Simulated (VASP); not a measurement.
# CuI (Cmcm) in VASP: notebook

The runs below take CuI through single point, with PBEsol+D3(BJ).

Program: VASP 6.6.1. These are calculated values, not measurements. Logs are shortened: lines on timing, memory, paths and dates and some standing lists are left out, and cuts for length are marked.

### 1 The cell of the first run

The structure is orthorhombic, space group Cmcm (No. 63). Conventional cell: a = 7.466 Å, b = 7.422 Å, c = 4.307 Å, α = 90.00°, β = 90.00°, γ = 90.00°. Within 3.2 Å of Cu (site symmetry m2m) lie 2 Cu at 2.46 Å and 3 I at 2.58 to 2.59 Å. Within 3.4 Å of I (site symmetry m2m) lie 3 Cu at 2.58 to 2.59 Å.

### 2 Single point, PBEsol+D3(BJ)

Contents of INCAR:

```
ALGO = Normal
EDIFF = 1E-6
ENCUT = 520
GGA = PS
ISIF = 2
ISMEAR = 0
IVDW = 12
LASPH = T
LCHARG = F
LREAL = F
LWAVE = F
NBANDS = 26
NELM = 60
PREC = Accurate
SIGMA = 0.01
```

Contents of KPOINTS:

```
k-points
0
Gamma
  4 4 4
```

Contents of POSCAR:

```
CuI
1.0
    3.7331675900     -3.7110863700      0.0000000000
    3.7331675900      3.7110863700      0.0000000000
    0.0000000000      0.0000000000      4.3069976700
Cu I
2 2
Direct
    0.4204388300      0.5795611700      0.7500000000
    0.5795611700      0.4204388300      0.2500000000
    0.7700426800      0.2299573200      0.7500000000
    0.2299573200      0.7700426800      0.2500000000
```

Potentials or basis: VASP PAW PBE potentials, release 64 (Cu, I).

The run is started by

```bash
$ cat potpaw_PBE.64/Cu/POTCAR potpaw_PBE.64/I/POTCAR > POTCAR
$ mpirun -np 1 vasp_std > vasp.out
```

OUTCAR:

```text
EDIFF = 1E-6
   ENCUT = 520
   GGA = PS
   ISIF = 2
   ISMEAR = 0
   IVDW = 12
   LASPH = T
   LREAL = F
   NELM = 60
   PREC = Accurate
 IVDW          = 12

 ion  position               nearest neighbor table
   1  0.420  0.580  0.750-   2 2.46   2 2.46   4 2.58   4 2.58   3 2.59
   2  0.580  0.420  0.250-   1 2.46   1 2.46   3 2.58   3 2.58   4 2.59
   3  0.770  0.230  0.750-   2 2.58   2 2.58   1 2.59
   4  0.230  0.770  0.250-   1 2.58   1 2.58   2 2.59

  LATTYP: Found a base centered orthorhombic cell.
 ALAT       =     7.4221727400
 B/A-ratio  =     1.0059500690
 C/A-ratio  =     0.5802879859

  Lattice vectors:

 A1 = (  -3.7331675900,  -3.7110863700,   0.0000000000)
 A2 = (   3.7331675900,  -3.7110863700,   0.0000000000)
 A3 = (   0.0000000000,   0.0000000000,   4.3069976700)

Analysis of symmetry for initial positions (statically):
=====================================================================
 Subroutine PRICEL returns:
 Original cell was already a primitive cell.

 Routine SETGRP: Setting up the symmetry group for a
 base centered orthorhombic supercell.

 Subroutine GETGRP returns: Found  8 space group operations
 (whereof  4 operations were pure point group operations)
 out of a pool of  8 trial point group operations.

The static configuration has the point symmetry C_2h.
 The point group associated with its full space group is D_2h.

Analysis of symmetry for dynamics (positions and initial velocities):
=====================================================================
 Subroutine PRICEL returns:
 Original cell was already a primitive cell.

 Routine SETGRP: Setting up the symmetry group for a
 base centered orthorhombic supercell.

 Subroutine GETGRP returns: Found  8 space group operations
 (whereof  4 operations were pure point group operations)
 out of a pool of  8 trial point group operations.

The dynamic configuration has the point symmetry C_2h.
 The point group associated with its full space group is D_2h.

 Subroutine INISYM returns: Found  8 space group operations
 (whereof  4 operations are pure point group operations),
 and found     1 'primitive' translations

[... 86 lines left out ...]
   ISTART =      0    job   : 0-new  1-cont  2-samecut
   ICHARG =      2    charge: 1-file 2-atom 10-const
   ISPIN  =      1    spin polarized calculation?
   LNONCOLLINEAR =      F non collinear calculations
   LSORBIT =      F    spin-orbit coupling
   LASPH  =      T    aspherical Exc in radial PAW
   ENCUT  =  520.0 eV  38.22 Ry    6.18 a.u.   9.79  9.79  8.01*2*pi/ulx,y,z
   NELM   =     60;   NELMIN=  2; NELMDL= -5     # of ELM steps
   EDIFF  = 0.1E-05   stopping-criterion for ELM
   LREAL  =      F    real-space projection
   EDIFFG = 0.1E-04   stopping-criterion for IOM
   NSW    =      0    number of steps for IOM
   IBRION =     -1    ionic relax: 0-MD 1-quasi-New 2-CG
   NFREE  =      0    steps in history (QN), initial steepest desc. (CG)
   ISIF   =      2    stress and relaxation
   ISYM   =      2    0-nonsym 1-usesym 2-fastsym
   POTIM  = 0.5000    time-step for ionic-motion
   TEBEG  =    0.0;   TEEND  =   0.0 temperature during run
   PSTRESS=    0.0 pullay stress
   NELECT =      36.0000    total number of electrons
   NUPDOWN=      -1.0000    fix difference up-down
   EMIN   =  10.00;   EMAX   =-10.00  energy-range for DOS
   EFERMI =   0.00;   METHOD = LEGACY
   ISMEAR =     0;   SIGMA  =   0.01  broadening in eV -4-tet -1-fermi 0-gaus
   EFERMI_NEDOS =   21; number of points for ismear=-14 and -15
   IALGO  =     38    algorithm
   IMIX   =      4    mixing-type and parameters
     AMIX     =   0.40;   BMIX     =  1.00
     AMIX_MAG =   1.60;   BMIX_MAG =  1.00
  volume/ion in A,a.u.               =      29.83       201.34
  Fermi-wavevector in a.u.,A,eV,Ry     =   1.097947  2.074818 16.401647  1.205487
  Thomas-Fermi vector in A             =   2.234316
   LORBIT       =      0    0 simple, 1 ext, 2 COOP (PROOUT), +10 PAW based schemes
   GGA     = PS    functional components
   LHFCALC =     F    Hartree Fock is set to
   AEXX    =    0.0000 exact exchange contribution
   IVDW    =    12    specifies the selected vdW correction
   LEPSILON=     F    determine dielectric tensor
   LRPA    =     F    only Hartree local field effects (RPA)
 non-spin polarized calculation
 Gauss-broadening in eV      SIGMA  =   0.01
  energy-cutoff  :      520.00
  volume of cell :      119.34
 maximum number of plane-waves:      3240
   NGX = 19   NGY = 19   NGZ = 17

 number of electron      35.9999983 magnetization

 Free energy of the ion-electron system (eV)
  ---------------------------------------------------
  ext. energy  EPLUGINS =         0.00000000
  ---------------------------------------------------
  free energy    TOTEN  =       -12.31978122 eV

  energy without entropy =      -12.31978122  energy(sigma->0) =      -12.31978122

 E-fermi :   3.7651     XC(G=0):  -8.7813

 val. band max:        3.7181915805   @ k =   0.0000   0.0000   0.0000
 cond. band min:       4.6575610438   @ k =   0.0000   0.0000   0.0000
 fundamental gap:      0.9393694633
 Fermi energy:         3.7650950407

 k-point     1 :       0.0000    0.0000    0.0000
  band No.  band energies     occupation
      1     -10.1548      2.00000
      2      -9.4094      2.00000
      3      -1.8629      2.00000
      4      -0.5251      2.00000
      5      -0.3058      2.00000
      6      -0.2305      2.00000
[... 598 lines left out ...]
     25      11.7790      0.00000
     26      11.7790      0.00000

------------------------ aborting loop because EDIFF is reached ----------------------------------------

 Edisp (eV)   -1.17995

 E8    (eV) :    -0.7809

  FORCE on cell =-STRESS in cart. coord.  units (eV):
  Direction    XX          YY          ZZ          XY          YZ          ZX
  --------------------------------------------------------------------------------------
  -------------------------------------------------------------------------------------
  Total      -1.47949    -2.19763    -2.30475     0.00000     0.00000     0.00000
  in kB     -19.86273   -29.50405   -30.94223     0.00000     0.00000     0.00000
  external pressure =      -26.77 kB  Pullay stress =        0.00 kB

 VOLUME and BASIS-vectors are now :
 -----------------------------------------------------------------------------
  energy-cutoff  :      520.00
  volume of cell :      119.34
      direct lattice vectors                 reciprocal lattice vectors
     3.733167590 -3.711086370  0.000000000     0.133934518 -0.134731437  0.000000000
     3.733167590  3.711086370  0.000000000     0.133934518  0.134731437  0.000000000
     0.000000000  0.000000000  4.306997670     0.000000000  0.000000000  0.232180297

 POSITION                                       TOTAL-FORCE (eV/Angst)
 -----------------------------------------------------------------------------------
      3.73317      0.59052      3.23025         0.000000      0.029765      0.000000
      3.73317     -0.59052      1.07675         0.000000     -0.029765     -0.000000
      3.73317     -2.00430      3.23025         0.000000      0.138410     -0.000000
      3.73317      2.00430      1.07675         0.000000     -0.138410     -0.000000
 -----------------------------------------------------------------------------------
    total drift:                                0.000000     -0.000000      0.000000

  FREE ENERGIE OF THE ION-ELECTRON SYSTEM (eV)
  ---------------------------------------------------
  free  energy   TOTEN  =       -13.4997360013 eV

  energy  without entropy=      -13.4997360013  energy(sigma->0) =      -13.49973600
```

OSZICAR:

```text
N       E                     dE             d eps       ncg     rms          rms(c)
DAV:   1     0.265892965847E+03    0.26589E+03   -0.14733E+04  1092   0.145E+03
DAV:   2     0.134689728822E+02   -0.25242E+03   -0.23830E+03  1098   0.301E+02
DAV:   3    -0.118479171050E+02   -0.25317E+02   -0.24766E+02  1476   0.118E+02
DAV:   4    -0.131477314359E+02   -0.12998E+01   -0.12957E+01  1496   0.238E+01
DAV:   5    -0.132054631836E+02   -0.57732E-01   -0.57725E-01  1708   0.486E+00    0.990E+00
DAV:   6    -0.129399768057E+02    0.26549E+00   -0.13539E+01  1352   0.823E+01    0.662E+00
DAV:   7    -0.123170661777E+02    0.62291E+00   -0.30675E+00  1346   0.515E+01    0.299E+00
DAV:   8    -0.123381873230E+02   -0.21121E-01   -0.41482E-01  1708   0.104E+01    0.114E+00
DAV:   9    -0.123194691161E+02    0.18718E-01   -0.10703E-01  1486   0.799E+00    0.551E-01
DAV:  10    -0.123204271900E+02   -0.95807E-03   -0.62617E-03  1670   0.126E+00    0.388E-01
DAV:  11    -0.123197269223E+02    0.70027E-03   -0.31821E-03  1432   0.155E+00    0.141E-01
DAV:  12    -0.123197740020E+02   -0.47080E-04   -0.68682E-04  1228   0.151E-01    0.284E-02
DAV:  13    -0.123197770490E+02   -0.30470E-05   -0.23283E-05  1644   0.356E-02    0.277E-02
DAV:  14    -0.123197797815E+02   -0.27325E-05   -0.22909E-06  1122   0.350E-02    0.161E-02
DAV:  15    -0.123197813105E+02   -0.15290E-05   -0.78088E-06  1386   0.451E-02    0.103E-02
DAV:  16    -0.123197812247E+02    0.85759E-07   -0.91805E-07   728   0.537E-03
   1 F= -.13499736E+02 E0= -.13499736E+02  d E =-.246065E-13
```

stdout:

```text
POSCAR found type information on POSCAR CuI
 POSCAR found :  2 types and       4 ions
 scaLAPACK will be used
 -----------------------------------------------------------------------------
|                                                                             |
|                                                                             |
|     You enforced a specific xc type in the INCAR file but a different       |
|     I HOPE YOU KNOW WHAT YOU ARE DOING!                                     |
|                                                                             |
 -----------------------------------------------------------------------------

 LDA part: xc-table for (Slater+PW92), standard interpolation
 POSCAR, INCAR and KPOINTS ok, starting setup
 FFT: planning ... GRIDC
 FFT: planning ... GRID_SOFT
 FFT: planning ... GRID
 WAVECAR not read
 entering main loop
```

Wall time 64 s (1 thread of Intel Xeon 8259CL, shared host); peak memory 0.26 GiB.

Results:

```
Free energy                : -13.4997 eV
Pressure                   : -2.7 GPa
Largest force              : 0.138 eV/Å
Band gap on the k mesh     : 0.94 eV
Dispersion energy per atom : -0.295 eV
```

Forces in eV/Å, atoms in the order of the input:
```
Cu   0.000  0.030  0.000
Cu   0.000 -0.030  0.000
I    0.000  0.138  0.000
I    0.000 -0.138  0.000
```

Levels at points of the mesh, in eV from the valence-band top:
```tsv
k point	band 14	band 15	band 16	band 17	band 18	band 19	band 20	band 21	band 22	band 23
(0.00, 0.00, 0.00)	-1.87	-1.81	-1.49	-0.93	0.00	0.94	1.66	2.38	4.56	5.04
(0.50, 0.00, 0.00)	-1.89	-1.80	-1.38	-1.36	-0.39	2.66	2.85	3.43	3.96	5.44
(0.50, 0.50, 0.00)	-1.95	-1.79	-1.06	-0.77	-0.21	1.60	2.68	4.21	4.86	5.22
(0.00, 0.00, 0.50)	-1.95	-1.83	-1.83	-1.60	-1.60	3.64	3.64	3.73	3.73	5.85
(0.50, 0.00, 0.50)	-1.98	-1.84	-1.84	-1.37	-1.37	2.13	2.13	3.40	3.40	7.28
(0.50, 0.50, 0.50)	-2.03	-1.81	-1.81	-1.62	-1.62	3.96	3.96	4.48	4.48	6.52
```

Caveat: three body term missing; the PAW data sets were made with another functional, which shifts forces and pressure a little; spin-orbit coupling is left out, which moves the levels of the heavy elements.

### 3 Single point, PBEsol+D3(BJ), non-collinear spin, zero start, spin-orbit coupling

Contents of INCAR:

```
  PREC = Accurate
  ENCUT = 520
  EDIFF = 1E-6
  ISMEAR = 0
  SIGMA = 0.01
  LREAL = False
  LASPH = True
  NELM = 150
  ALGO = Normal
  ISIF = 2
  LWAVE = False
  LCHARG = False
  MAGMOM = 0 0 0 0 0 0 0 0 0 0 0 0
  LORBIT = 11
  LSORBIT = True
  GGA_COMPAT = False
  LORBMOM = True
  LMAXMIX = 4
  GGA = PS
  IVDW = 12
  NBANDS = 50
```

Contents of KPOINTS:

```
Automatic mesh
0
Gamma
  4 4 4
```

POSCAR is that of step 2.

Potentials or basis: VASP PAW PBE potentials, release 64 (Cu, I).

The run is started by

```bash
$ cat potpaw_PBE.64/Cu/POTCAR potpaw_PBE.64/I/POTCAR > POTCAR
$ mpirun -np 1 vasp_ncl > vasp.out
```

It took 5.5 min on 1 thread of Intel Xeon 8259CL, shared host; peak memory 0.53 GiB.

The run converged. Its results:

| Property | Result |
| --- | --- |
| Free energy | -13.7733 eV |
| Pressure | -2.6 GPa |
| Largest force | 0.112 eV/Å |
| Net moment | 0.00 μB per cell |
| Valence electrons inside the program's atomic spheres | Cu 9.96; I 4.28 |
| Dispersion energy per atom | -0.295 eV |

Forces in eV/Å, atoms in the order of the input:
```
Cu   0.000  0.028  0.000
Cu   0.000 -0.028  0.000
I    0.000  0.112  0.000
I    0.000 -0.112  0.000
```

Stress tensor (GPa, compression positive):
```
-1.99  0.00  0.00
 0.00 -2.80  0.00
 0.00  0.00 -3.01
```

Moments on the atoms (μB; x, y, z):
```
Cu  0.00 0.00 0.00
Cu  0.00 0.00 0.00
I   0.00 0.00 0.00
I   0.00 0.00 0.00
```

Caveat: the k points lie up to 0.36 Å⁻¹ apart; three body term missing; the PAW data sets were made with another functional, which shifts forces and pressure a little.
